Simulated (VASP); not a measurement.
# Hg (I4/mmm) in VASP: single point with PBEsol

Aim: the single point of Hg with PBEsol.

All numbers are computed with VASP 6.6.1; they aren't measurements. Logs are shortened: lines on timing, memory, paths and dates and some standing lists are left out, and cuts for length are marked.

**1. The cell of the first run**

It takes space group I4/mmm (No. 139, tetragonal). Conventional cell: a = 3.753 Å, b = 3.753 Å, c = 3.834 Å, α = 90.00°, β = 90.00°, γ = 90.00°. Within 4.3 Å of Hg (site symmetry 4/mmm) lie 14 Hg at 3.27 to 3.83 Å.

**2. Single point, PBEsol**

The input, INCAR:

```
  PREC = Accurate
  ENCUT = 520
  EDIFF = 1E-7
  ISMEAR = 1
  SIGMA = 0.1
  LREAL = F
  LASPH = T
  NELM = 100
  ALGO = Normal
  ISIF = 2
  LWAVE = F
  LCHARG = T
  GGA = PS
  LELF = T
  LVHAR = T
  NBANDS = 12
```

The input, KPOINTS:

```
Automatic mesh
0
Gamma
  9 9 9
```

The input, POSCAR:

```
Hg
1.0
   -1.8767364400      1.8767364400      1.9168448500
    1.8767364400     -1.8767364400      1.9168448500
    1.8767364400      1.8767364400     -1.9168448500
Hg
1
Direct
    0.5000000000      0.5000000000      0.0000000000
```

Potentials or basis: VASP PAW PBE potentials, release 64 (Hg).

Run with:

```sh
cat potpaw_PBE.64/Hg/POTCAR > POTCAR
mpirun -np 1 vasp_std > vasp.out
```

OUTCAR:

```text
PREC = Accurate
   ENCUT = 520
   EDIFF = 1E-7
   ISMEAR = 1
   LREAL = F
   LASPH = T
   NELM = 100
   ISIF = 2
   GGA = PS

 ion  position               nearest neighbor table
   1  0.500  0.500  0.000-

  LATTYP: Found a body centered tetragonal cell.
 ALAT       =     3.7534728800
 C/A-ratio  =     1.0213713600

  Lattice vectors:

 A1 = (  -1.8767364400,   1.8767364400,   1.9168448500)
 A2 = (   1.8767364400,  -1.8767364400,   1.9168448500)
 A3 = (   1.8767364400,   1.8767364400,  -1.9168448500)

Analysis of symmetry for initial positions (statically):
=====================================================================
 Subroutine PRICEL returns:
 Original cell was already a primitive cell.

 Routine SETGRP: Setting up the symmetry group for a
 body centered tetragonal supercell.

 Subroutine GETGRP returns: Found 16 space group operations
 (whereof 16 operations were pure point group operations)
 out of a pool of 16 trial point group operations.

The static configuration has the point symmetry D_4h.

Analysis of symmetry for dynamics (positions and initial velocities):
=====================================================================
 Subroutine PRICEL returns:
 Original cell was already a primitive cell.

 Routine SETGRP: Setting up the symmetry group for a
 body centered tetragonal supercell.

 Subroutine GETGRP returns: Found 16 space group operations
 (whereof 16 operations were pure point group operations)
 out of a pool of 16 trial point group operations.

The dynamic configuration has the point symmetry D_4h.

 Subroutine INISYM returns: Found 16 space group operations
 (whereof 16 operations are pure point group operations),
 and found     1 'primitive' translations

----------------------------------------------------------------------------------------

                                     Primitive cell

  volume of cell :      27.0056

  direct lattice vectors                    reciprocal lattice vectors
    -1.876736440  1.876736440  1.916844850     0.000000000  0.266419935  0.260845316
     1.876736440 -1.876736440  1.916844850     0.266419935  0.000000000  0.260845316
     1.876736440  1.876736440 -1.916844850     0.266419935  0.266419935  0.000000000

  length of vectors
     3.273923260  3.273923260  3.273923260     0.372853672  0.372853672  0.376774685

  position of ions in fractional coordinates (direct lattice)
     0.500000000  0.500000000  0.000000000

  ion indices of the primitive-cell ions
   primitive index   ion index
                 1           1

----------------------------------------------------------------------------------------

 KPOINTS: Automatic mesh

Automatic generation of k-mesh.
 Grid dimensions read from file:
 generate k-points for:    9    9    9

 Generating k-lattice:

  Cartesian coordinates                     Fractional coordinates (reciprocal lattice)
     0.000000000  0.029602215  0.028982813     0.111111111 -0.000000000  0.000000000
     0.029602215  0.000000000  0.028982813    -0.000000000  0.111111111  0.000000000
     0.029602215  0.029602215  0.000000000     0.000000000  0.000000000  0.111111111

  Length of vectors
     0.041428186  0.041428186  0.041863854

  Shift w.r.t. Gamma in fractional coordinates (k-lattice)
     0.000000000  0.000000000  0.000000000

 Subroutine IBZKPT returns following result:
 ===========================================

 Found     75 irreducible k-points:

 Following reciprocal coordinates:
            Coordinates               Weight
  0.000000  0.000000  0.000000      1.000000
  0.111111 -0.000000  0.000000      8.000000
  0.222222 -0.000000  0.000000      8.000000
  0.333333 -0.000000  0.000000      8.000000
  0.444444 -0.000000  0.000000      8.000000
  0.111111  0.111111  0.000000      8.000000
[... 16 lines left out ...]
 -0.333333  0.333333  0.000000      4.000000
  0.444444  0.444444  0.000000      8.000000
 [... further k-points ...]
   k-points           NKPTS =     75   k-points in BZ     NKDIM =     75   number of bands    NBANDS=     12
   number of dos      NEDOS =    301   number of ions     NIONS =      1
   total plane-waves  NPLWV =  13824
   dimension x,y,z NGX =    24 NGY =   24 NGZ =   24
   dimension x,y,z NGXF=    48 NGYF=   48 NGZF=   48
   ions per type =               1
   NGX,Y,Z   is equivalent  to a cutoff of  12.19, 12.19, 12.19 a.u.
   NGXF,Y,Z  is equivalent  to a cutoff of  24.37, 24.37, 24.37 a.u.
 SYSTEM =  unknown system
   PREC   = accura    normal or accurate (medium, high low for compatibility)
   ISTART =      0    job   : 0-new  1-cont  2-samecut
   ICHARG =      2    charge: 1-file 2-atom 10-const
   ISPIN  =      1    spin polarized calculation?
   LNONCOLLINEAR =      F non collinear calculations
   LSORBIT =      F    spin-orbit coupling
   LASPH  =      T    aspherical Exc in radial PAW
   ENCUT  =  520.0 eV  38.22 Ry    6.18 a.u.   6.09  6.09  6.09*2*pi/ulx,y,z
   NELM   =    100;   NELMIN=  2; NELMDL= -5     # of ELM steps
   EDIFF  = 0.1E-06   stopping-criterion for ELM
   LREAL  =      F    real-space projection
   EDIFFG = 0.1E-05   stopping-criterion for IOM
   NSW    =      0    number of steps for IOM
   IBRION =     -1    ionic relax: 0-MD 1-quasi-New 2-CG
   NFREE  =      0    steps in history (QN), initial steepest desc. (CG)
   ISIF   =      2    stress and relaxation
   ISYM   =      2    0-nonsym 1-usesym 2-fastsym
   POTIM  = 0.5000    time-step for ionic-motion
   TEBEG  =    0.0;   TEEND  =   0.0 temperature during run
   PSTRESS=    0.0 pullay stress
   NELECT =      12.0000    total number of electrons
   NUPDOWN=      -1.0000    fix difference up-down
   EMIN   =  10.00;   EMAX   =-10.00  energy-range for DOS
   EFERMI =   0.00;   METHOD = LEGACY
   ISMEAR =     1;   SIGMA  =   0.10  broadening in eV -4-tet -1-fermi 0-gaus
   EFERMI_NEDOS =   21; number of points for ismear=-14 and -15
   IALGO  =     38    algorithm
   IMIX   =      4    mixing-type and parameters
     AMIX     =   0.40;   BMIX     =  1.00
     AMIX_MAG =   1.60;   BMIX_MAG =  1.00
  volume/ion in A,a.u.               =      27.01       182.24
  Fermi-wavevector in a.u.,A,eV,Ry     =   1.249254  2.360748 21.233735  1.560635
  Thomas-Fermi vector in A             =   2.383303
   LORBIT       =      0    0 simple, 1 ext, 2 COOP (PROOUT), +10 PAW based schemes
   GGA     = PS    functional components
   LHFCALC =     F    Hartree Fock is set to
   AEXX    =    0.0000 exact exchange contribution
   IVDW    =     0    specifies the selected vdW correction
   LEPSILON=     F    determine dielectric tensor
   LRPA    =     F    only Hartree local field effects (RPA)
 non-spin polarized calculation
 Methfessel and Paxton  Order N= 1 SIGMA  =   0.10
  energy-cutoff  :      520.00
  volume of cell :       27.01
 maximum number of plane-waves:       738
   NGX = 13   NGY = 13   NGZ = 13

 number of electron      11.9999998 magnetization

 Free energy of the ion-electron system (eV)
  ---------------------------------------------------
  ext. energy  EPLUGINS =         0.00000000
  ---------------------------------------------------
  free energy    TOTEN  =        -0.53040465 eV

  energy without entropy =       -0.53001166  energy(sigma->0) =       -0.53027366

 E-fermi :   1.1577     XC(G=0): -10.3258

 val. band max:        1.1519469180   @ k =  -0.4444   0.4444   0.3333
 cond. band min:       1.1643441136   @ k =  -0.4444  -0.4444   0.2222
 fundamental gap:      0.0123971955
 Fermi energy:         1.1576531475

 k-point     1 :       0.0000    0.0000    0.0000
  band No.  band energies     occupation
      1      -6.4943      2.00000
      2      -5.1199      2.00000
      3      -5.1199      2.00000
      4      -5.0751      2.00000
      5      -4.4374      2.00000
      6      -4.3876      2.00000
      7      15.9297      0.00000
      8      16.0206      0.00000
      9      16.0206      0.00000
     10      16.0442      0.00000
     11      16.4663      0.00000
     12      16.4663      0.00000

 k-point     2 :       0.1111   -0.0000    0.0000
  band No.  band energies     occupation
      1      -6.2070      2.00000
      2      -5.1407      2.00000
      3      -5.0913      2.00000
      4      -4.9733      2.00000
      5      -4.4709      2.00000
      6      -4.3958      2.00000
      7      13.0912      0.00000
      8      14.9894      0.00000
      9      15.0541      0.00000
     10      15.9270      0.00000
     11      16.2909      0.00000
     12      16.4282      0.00000

 k-point     3 :       0.2222   -0.0000    0.0000
  band No.  band energies     occupation
      1      -5.6555      2.00000
      2      -5.2407      2.00000
      3      -4.7357      2.00000
      4      -4.6500      2.00000
      5      -4.5216      2.00000
      6      -4.3985      2.00000
      7       8.9923      0.00000
      8      13.1515      0.00000
      9      13.3459      0.00000
     10      15.4320      0.00000
     11      16.1602      0.00000
     12      17.4931      0.00000

 k-point     4 :       0.3333   -0.0000    0.0000
  band No.  band energies     occupation
      1      -5.6215      2.00000
      2      -5.3538      2.00000
      3      -4.5202      2.00000
      4      -4.3927      2.00000
      5      -4.2460      2.00000
      6      -3.2848      2.00000
      7       5.1721      0.00000
      8      11.4832      0.00000
      9      12.0870      0.00000
     10      15.1651      0.00000
     11      16.0631      0.00000
     12      19.1349      0.00000

 k-point     5 :       0.4444   -0.0000    0.0000
  band No.  band energies     occupation
      1      -5.7124      2.00000
      2      -5.4263      2.00000
      3      -4.4946      2.00000
      4      -4.3837      2.00000
      5      -3.9580      2.00000
      6      -1.0801      2.00000
      7       1.8282     -0.00000
      8      10.5211      0.00000
      9      11.4224      0.00000
     10      15.0762      0.00000
     11      16.0133      0.00000
     12      20.4955      0.00000
[... 228 lines left out ...]
      1      -5.5073      2.00000
      2      -5.1931      2.00000
      3      -4.6449      2.00000
      4      -4.4457      2.00000
      5      -4.2202      2.00000
      6      -0.2448      2.00000
      7       2.8171     -0.00000
      8       5.9688      0.00000
      9      10.7375      0.00000
     10      16.4141      0.00000
     11      18.7993      0.00000
     12      20.4308      0.00000

 k-point    22 :      -0.4444    0.3333    0.0000
  band No.  band energies     occupation
      1      -5.5734      2.00000
      2      -5.3883      2.00000
      3      -4.4930      2.00000
      4      -4.4200      2.00000
      5      -4.1868      2.00000
      6      -1.9129      2.00000
      7       3.7374      0.00000
      8       8.9535      0.00000
      9      11.0661      0.00000
     10      15.5061      0.00000
     11      17.3636      0.00000
     12      19.3879      0.00000

 k-point    23 :      -0.3333    0.3333    0.0000
  band No.  band energies     occupation
      1      -5.6065      2.00000
      2      -5.3978      2.00000
      3      -4.4674      2.00000
      4      -4.3870      2.00000
      5      -4.2455      2.00000
      6      -3.2413      2.00000
      7       5.3504      0.00000
      8      11.1788      0.00000
      9      11.7619      0.00000
     10      14.7810      0.00000
     11      15.7674      0.00000
     12      19.6794      0.00000

 k-point    24 :       0.4444    0.4444    0.0000
  band No.  band energies     occupation
      1      -5.6322      2.00000
      2      -5.4298      2.00000
      3      -4.4394      2.00000
      4      -4.4277      2.00000
      5      -4.0187      2.00000
      6       0.1623      2.00000
      7       1.0973      1.84355
      8       8.5264      0.00000
      9      10.7139      0.00000
     10      15.4361      0.00000
     11      17.2648      0.00000
     12      20.5257      0.00000

 [... further k-points ...]
[... 5 lines left out ...]
  --------------------------------------------------------------------------------------
  -------------------------------------------------------------------------------------
  Total       -0.5088822     -0.5088822     -0.3952510      0.0000000      0.0000000      0.0000000
  in kB      -30.1907798    -30.1907798    -23.4493052      0.0000000      0.0000000      0.0000000
  external PRESSURE =     -27.9436216 kB  Pullay stress =       0.0000000 kB

 VOLUME and BASIS-vectors are now :
 -----------------------------------------------------------------------------
  energy-cutoff  :      520.00
  volume of cell :       27.01
      direct lattice vectors                 reciprocal lattice vectors
    -1.876736440  1.876736440  1.916844850     0.000000000  0.266419935  0.260845316
     1.876736440 -1.876736440  1.916844850     0.266419935  0.000000000  0.260845316
     1.876736440  1.876736440 -1.916844850     0.266419935  0.266419935  0.000000000

 POSITION                                       TOTAL-FORCE (eV/Angst)
 -----------------------------------------------------------------------------------
      0.00000      0.00000      1.91684         0.000000      0.000000      0.000000
 -----------------------------------------------------------------------------------
    total drift:                               -0.000000      0.000000      0.000000

  FREE ENERGIE OF THE ION-ELECTRON SYSTEM (eV)
  ---------------------------------------------------
  free  energy   TOTEN  =        -0.5304046536 eV

  energy  without entropy=       -0.5300116613  energy(sigma->0) =       -0.53027366
```

Wall time 9 s (1 thread of AMD EPYC 7R13, shared host); peak memory 0.15 GiB.

What came out:

```
Free energy            : -0.5304 eV
Pressure               : -2.8 GPa
Band gap on the k mesh : zero (band 6 reaches 2.78 eV, above the bottom of band 7 at 1.03 eV)
```

Levels at points of the mesh, in eV from the Fermi level:
```csv
k point,band 2,band 3,band 4,band 5,band 6,band 7,band 8,band 9,band 10,band 11
"(0.00, 0.00, 0.00)",-6.28,-6.28,-6.23,-5.60,-5.55,14.77,14.86,14.86,14.89,15.31
```

Caveat: the PAW data sets were made with another functional, which shifts forces and pressure a little; spin-orbit coupling is left out, which moves the levels of the heavy elements.
